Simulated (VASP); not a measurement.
# C (P1) in VASP: single point with HSE06

Aim: the single point of C with HSE06.

Everything below comes from runs of VASP 6.6.1. Logs are shortened: lines on timing, memory, paths and dates and some standing lists are left out, and cuts for length are marked.

### Step 1. The cell of the first run

The typed cell holds 7 atoms: a = 3.570 Å, b = 3.570 Å, c = 3.570 Å, α = 90.00°, β = 90.00°, γ = 90.00°.

### Step 2. Single point, HSE06

POSCAR reads:

```
C
1.0
    3.5700000000      0.0000000000      0.0000000000
    0.0000000000      3.5700000000      0.0000000000
    0.0000000000      0.0000000000      3.5700000000
C
7
Direct
    0.1373300000      0.5687400000      0.7314100000
    0.6395000000      0.0699500000      0.7270600000
    0.6363400000      0.5724900000      0.2290000000
    0.3851400000      0.3214900000      0.4826500000
    0.3887300000      0.8189400000      0.9784300000
    0.8846200000      0.3202000000      0.9805200000
    0.8877700000      0.8217500000      0.4768200000
```

INCAR.step1 reads:

```
SYSTEM = C
PREC     = Accurate       ! precision mode
ENCUT    = 520            ! plane-wave cutoff, eV
EDIFF    = 1E-5           ! SCF threshold, eV
ISMEAR   = 0              ! smearing method
SIGMA    = 0.01           ! smearing width, eV
LREAL    = .False.        ! projectors in reciprocal space
LASPH    = .True.         ! aspherical terms in the spheres
NELM     = 120            ! most SCF steps
ALGO     = Normal         ! electronic algorithm
ISIF     = 2              ! what is computed and relaxed
LWAVE    = .True.         ! write WAVECAR
GGA      = PE             ! functional
NBANDS   = 23             ! bands
GGA_COMPAT= .False.
```

INCAR.step2 reads:

```
SYSTEM = C
PREC     = Accurate       ! precision mode
ENCUT    = 520            ! plane-wave cutoff, eV
EDIFF    = 1E-6           ! SCF threshold, eV
ISMEAR   = 0              ! smearing method
SIGMA    = 0.01           ! smearing width, eV
LREAL    = .False.        ! projectors in reciprocal space
LASPH    = .True.         ! aspherical terms in the spheres
NELM     = 120            ! most SCF steps
ALGO     = Normal         ! electronic algorithm
ISIF     = 2              ! what is computed and relaxed
LWAVE    = .False.        ! write WAVECAR
LCHARG   = .True.         ! write CHGCAR
GGA      = PE             ! functional
LHFCALC  = .True.         ! exact exchange
HFSCREEN = 0.2079         ! screening, 1/A
PRECFOCK = Normal       
LELF     = .True.         ! ELF
LVHAR    = .True.       
ISTART   = 1            
NBANDS   = 23             ! bands
GGA_COMPAT= .False.
```

KPOINTS reads:

```
regular mesh
0
Gamma
  1 1 1
  0 0 0
```

Potentials or basis: VASP PAW PBE potentials, release 64 (C).

Launch:

```sh
$ cat potpaw_PBE.64/C/POTCAR > POTCAR
$ cp INCAR.step1 INCAR
$ mpirun -np 1 vasp_gam > vasp.out
$ cp INCAR.step2 INCAR
$ mpirun -np 1 vasp_gam > vasp.out
```

OUTCAR:

```text
SYSTEM = C
   PREC = Accurate
   ENCUT = 520
   EDIFF = 1E-6
   ISMEAR = 0
   LREAL = .False.
   LASPH = .True.
   NELM = 120
   ISIF = 2
   GGA = PE
   LHFCALC = .True.
   HFSCREEN = 0.2079
   PRECFOCK = Normal
   ISTART = 1

 ion  position               nearest neighbor table
   1  0.137  0.569  0.731-   4 1.53   5 1.54   6 1.55   7 1.56
   2  0.639  0.070  0.727-   7 1.54   6 1.54   4 1.55   5 1.55
   3  0.636  0.572  0.229-   5 1.53   7 1.54   6 1.54   4 1.56
   4  0.385  0.321  0.483-   1 1.53   2 1.55   3 1.56
   5  0.389  0.819  0.978-   3 1.53   1 1.54   2 1.55
   6  0.885  0.320  0.981-   2 1.54   3 1.54   1 1.55
   7  0.888  0.822  0.477-   2 1.54   3 1.54   1 1.56

  LATTYP: Found a simple cubic cell.
 ALAT       =     3.5700000000

  Lattice vectors:

 A1 = (   3.5700000000,   0.0000000000,   0.0000000000)
 A2 = (   0.0000000000,   3.5700000000,   0.0000000000)
 A3 = (   0.0000000000,   0.0000000000,   3.5700000000)

Analysis of symmetry for initial positions (statically):
=====================================================================
 Subroutine PRICEL returns:
 Original cell was already a primitive cell.

 Routine SETGRP: Setting up the symmetry group for a
 simple cubic supercell.

 Subroutine GETGRP returns: Found  1 space group operations
 (whereof  1 operations were pure point group operations)
 out of a pool of 48 trial point group operations.

The static configuration has the point symmetry C_1 .

Analysis of symmetry for dynamics (positions and initial velocities):
=====================================================================
 Subroutine PRICEL returns:
 Original cell was already a primitive cell.

 Routine SETGRP: Setting up the symmetry group for a
 simple cubic supercell.

 Subroutine GETGRP returns: Found  1 space group operations
 (whereof  1 operations were pure point group operations)
 out of a pool of 48 trial point group operations.

The dynamic configuration has the point symmetry C_1 .

 Subroutine INISYM returns: Found  1 space group operations
 (whereof  1 operations are pure point group operations),
 and found     1 'primitive' translations

----------------------------------------------------------------------------------------

                                     Primitive cell

  volume of cell :      45.4993

  direct lattice vectors                    reciprocal lattice vectors
     3.570000000  0.000000000  0.000000000     0.280112045  0.000000000  0.000000000
     0.000000000  3.570000000  0.000000000     0.000000000  0.280112045  0.000000000
     0.000000000  0.000000000  3.570000000     0.000000000  0.000000000  0.280112045

  length of vectors
     3.570000000  3.570000000  3.570000000     0.280112045  0.280112045  0.280112045

  position of ions in fractional coordinates (direct lattice)
     0.137330000  0.568740000  0.731410000
     0.639500000  0.069950000  0.727060000
     0.636340000  0.572490000  0.229000000
     0.385140000  0.321490000  0.482650000
     0.388730000  0.818940000  0.978430000
     0.884620000  0.320200000  0.980520000
     0.887770000  0.821750000  0.476820000

  ion indices of the primitive-cell ions
   primitive index   ion index
                 1           1
                 2           2
                 3           3
                 4           4
                 5           5
                 6           6
                 7           7

----------------------------------------------------------------------------------------

 KPOINTS: regular mesh

Automatic generation of k-mesh.
 Grid dimensions read from file:
 generate k-points for:    1    1    1

 Generating k-lattice:

  Cartesian coordinates                     Fractional coordinates (reciprocal lattice)
     0.280112045  0.000000000  0.000000000     1.000000000  0.000000000  0.000000000
     0.000000000  0.280112045  0.000000000     0.000000000  1.000000000  0.000000000
     0.000000000  0.000000000  0.280112045     0.000000000  0.000000000  1.000000000

  Length of vectors
     0.280112045  0.280112045  0.280112045

  Shift w.r.t. Gamma in fractional coordinates (k-lattice)
     0.000000000  0.000000000  0.000000000

 Subroutine IBZKPT returns following result:
 ===========================================

 Found      1 irreducible k-points:

 Following reciprocal coordinates:
            Coordinates               Weight
  0.000000  0.000000  0.000000      1.000000
   k-points           NKPTS =      1   k-points in BZ     NKDIM =      1   number of bands    NBANDS=     23
   number of dos      NEDOS =    301   number of ions     NIONS =      7
   total plane-waves  NPLWV =  21952
   dimension x,y,z NGX =    28 NGY =   28 NGZ =   28
   dimension x,y,z NGXF=    56 NGYF=   56 NGZF=   56
   ions per type =               7
   NGX,Y,Z   is equivalent  to a cutoff of  13.04, 13.04, 13.04 a.u.
   NGXF,Y,Z  is equivalent  to a cutoff of  26.08, 26.08, 26.08 a.u.
 SYSTEM =  C
   PREC   = accura    normal or accurate (medium, high low for compatibility)
   ISTART =      1    job   : 0-new  1-cont  2-samecut
   ICHARG =      0    charge: 1-file 2-atom 10-const
   ISPIN  =      1    spin polarized calculation?
   LNONCOLLINEAR =      F non collinear calculations
   LSORBIT =      F    spin-orbit coupling
   LASPH  =      T    aspherical Exc in radial PAW
   ENCUT  =  520.0 eV  38.22 Ry    6.18 a.u.   6.64  6.64  6.64*2*pi/ulx,y,z
   NELM   =    120;   NELMIN=  2; NELMDL=  0     # of ELM steps
   EDIFF  = 0.1E-05   stopping-criterion for ELM
   LREAL  =      F    real-space projection
   EDIFFG = 0.1E-04   stopping-criterion for IOM
   NSW    =      0    number of steps for IOM
   IBRION =     -1    ionic relax: 0-MD 1-quasi-New 2-CG
   NFREE  =      0    steps in history (QN), initial steepest desc. (CG)
   ISIF   =      2    stress and relaxation
   ISYM   =      3    0-nonsym 1-usesym 2-fastsym
   POTIM  = 0.5000    time-step for ionic-motion
   TEBEG  =    0.0;   TEEND  =   0.0 temperature during run
   PSTRESS=    0.0 pullay stress
   NELECT =      28.0000    total number of electrons
   NUPDOWN=      -1.0000    fix difference up-down
   EMIN   =  10.00;   EMAX   =-10.00  energy-range for DOS
   EFERMI =   0.00;   METHOD = LEGACY
   ISMEAR =     0;   SIGMA  =   0.01  broadening in eV -4-tet -1-fermi 0-gaus
   EFERMI_NEDOS =   21; number of points for ismear=-14 and -15
   IALGO  =     38    algorithm
   IMIX   =      1    mixing-type and parameters
     AMIX     =   0.40;   BMIX     =  1.00
     AMIX_MAG =   1.60;   BMIX_MAG =  1.00
  volume/ion in A,a.u.               =       6.50        43.86
  Fermi-wavevector in a.u.,A,eV,Ry     =   1.392492  2.631428 26.382149  1.939033
  Thomas-Fermi vector in A             =   2.516229
   LORBIT       =      0    0 simple, 1 ext, 2 COOP (PROOUT), +10 PAW based schemes
   GGA     = PE    functional components
   LHFCALC =     T    Hartree Fock is set to
   PRECFOCK=normal    Normal, Fast or Accurate (Low or Medium for compatibility)
   ENCUT4O =  -1.0   cutoff for four orbital integrals eV
   NKREDX  =     1    reduce k-point grid by
   NKREDY  =     1    reduce k-point grid by
   NKREDZ  =     1    reduce k-point grid by
   AEXX    =    0.2500 exact exchange contribution
   HFSCREEN=    0.2079 screening length (either q_TF or 0.3 A-1)
   HFSCREENC=   0.2079 screening length for correlation (either q_TF or 0.3 A-1)
   ENCUTFOCK=  -1.0 apply spherical cutoff to Coloumb kernel
   IVDW    =     0    specifies the selected vdW correction
   LEPSILON=     F    determine dielectric tensor
   LRPA    =     F    only Hartree local field effects (RPA)
 non-spin polarized calculation
 Gauss-broadening in eV      SIGMA  =   0.01
  energy-cutoff  :      520.00
  volume of cell :       45.50
 maximum number of plane-waves:       619
 NGX is ok and might be reduce to    28
  NGX = 20; NGY = 20; NGZ = 20

 number of electron      27.9999999 magnetization

 Free energy of the ion-electron system (eV)
  ---------------------------------------------------
  ext. energy  EPLUGINS =         0.00000000
  ---------------------------------------------------
  free energy    TOTEN  =       -60.35721378 eV

  energy without entropy =      -60.35721378  energy(sigma->0) =      -60.35721378

 E-fermi :  10.3950     XC(G=0): -10.2095

 val. band max:       10.3391973901   @ k =   0.0000   0.0000   0.0000
 cond. band min:      12.0526700516   @ k =   0.0000   0.0000   0.0000
 fundamental gap:      1.7134726615
 Fermi energy:        10.3950019946

 k-point     1 :       0.0000    0.0000    0.0000
  band No.  band energies     occupation
      1     -14.8796      2.00000
      2      -6.5338      2.00000
      3      -6.5259      2.00000
      4      -5.7003      2.00000
      5      -5.5652      2.00000
      6      -5.5499      2.00000
[... 15 lines left out ...]
     22      17.3565      0.00000
     23      18.2819      0.00000

------------------------ aborting loop because EDIFF is reached ----------------------------------------

  FORCE on cell =-STRESS in cart. coord.  units (eV):
  Direction    XX          YY          ZZ          XY          YZ          ZX
  --------------------------------------------------------------------------------------
  -------------------------------------------------------------------------------------
  Total       -6.3018650     -6.3674370     12.4107833     -0.2392345      1.2471033     -0.3063686
  in kB     -221.9090595   -224.2180608    437.0238389     -8.4242219     43.9145435    -10.7882294
  external PRESSURE =      -3.0344272 kB  Pullay stress =       0.0000000 kB

 VOLUME and BASIS-vectors are now :
 -----------------------------------------------------------------------------
  energy-cutoff  :      520.00
  volume of cell :       45.50
      direct lattice vectors                 reciprocal lattice vectors
     3.570000000  0.000000000  0.000000000     0.280112045  0.000000000  0.000000000
     0.000000000  3.570000000  0.000000000     0.000000000  0.280112045  0.000000000
     0.000000000  0.000000000  3.570000000     0.000000000  0.000000000  0.280112045

 POSITION                                       TOTAL-FORCE (eV/Angst)
 -----------------------------------------------------------------------------------
      0.49027      2.03040      2.61113         0.266595      0.142434      0.015063
      2.28301      0.24972      2.59560        -0.089734     -0.080865      0.257682
      2.27173      2.04379      0.81753         0.227263     -0.140980      0.160300
      1.37495      1.14772      1.72306         3.018187      3.277564      4.391832
      1.38777      2.92362      3.49300         3.381952     -3.126416     -4.631936
      3.15809      1.14311      3.50046        -3.549441      3.372659     -4.610145
      3.16934      2.93365      1.70225        -3.254822     -3.444395      4.417203
 -----------------------------------------------------------------------------------
    total drift:                                0.001680     -0.001736      0.000020

  FREE ENERGIE OF THE ION-ELECTRON SYSTEM (eV)
  ---------------------------------------------------
  free  energy   TOTEN  =       -60.3572137765 eV

  energy  without entropy=      -60.3572137765  energy(sigma->0) =      -60.35721378
```

It took 40 s on 1 thread of Intel Xeon Platinum 8375C at 2.90GHz (Ice Lake), shared host; peak memory 0.23 GiB.

What came out:

```
Free energy            : -60.3572 eV
Pressure               : -0.3 GPa
Largest force          : 6.725 eV/Å
Band gap on the k mesh : 1.71 eV
```

Forces on the atoms (eV/Å):
```
C    0.267  0.142  0.015
C   -0.090 -0.081  0.258
C    0.227 -0.141  0.160
C    3.018  3.278  4.392
C    3.382 -3.126 -4.632
C   -3.549  3.373 -4.610
C   -3.255 -3.444  4.417
```

Stress tensor (GPa, compression positive):
```
-22.19  -0.84  -1.08
 -0.84 -22.42   4.39
 -1.08   4.39  43.70
```

Caveat: the k points lie up to 1.76 Å⁻¹ apart; the PAW data sets were made with another functional, which shifts forces and pressure a little. A k mesh can miss the band edges.
